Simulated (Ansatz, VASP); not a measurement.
One calculation of B5W, two programs

```
B W
1.0
     4.13081    0.00000    0.00000
    -2.06541    3.57739    0.00000
     0.00000    0.00000    2.98142
B W
5 1
Direct
  0.00000 0.50000 0.50000
  0.33333 0.66667 0.00000
  0.66667 0.33333 0.00000
  0.50000 0.00000 0.50000
  0.50000 0.50000 0.50000
  0.00000 0.00000 0.00000
```

Change from the starting cell: species swapped into the DyNi5 type (P6/mmm, No. 191).

Alike in both runs: functional PBE; k mesh 6 × 6 × 6; occupations gaussian, width 0.1 eV; no spin polarisation.

Ansatz relaxed the structure, and its values are those at the end. VASP's run is a single point on that final structure, the one shown.

```csv
,VASP,Ansatz
version,VASP 6.6.1,Ansatz 0.2.0
potentials or method,"VASP PAW PBE potentials, release 64 (B, W_sv), cutoff 520 eV","scalar-relativistic, plane waves, PAW"
valence electrons in the cell,29,29
```

```tsv
	VASP	Ansatz	Ansatz less VASP
gap on the k mesh at the Fermi level (eV)	none	none	-
pressure (GPa)	0.2	-0.1	-0.33
```

A gap of «none» marks a metal or a gap that the smearing closes.

Spin-orbit coupling is off throughout.
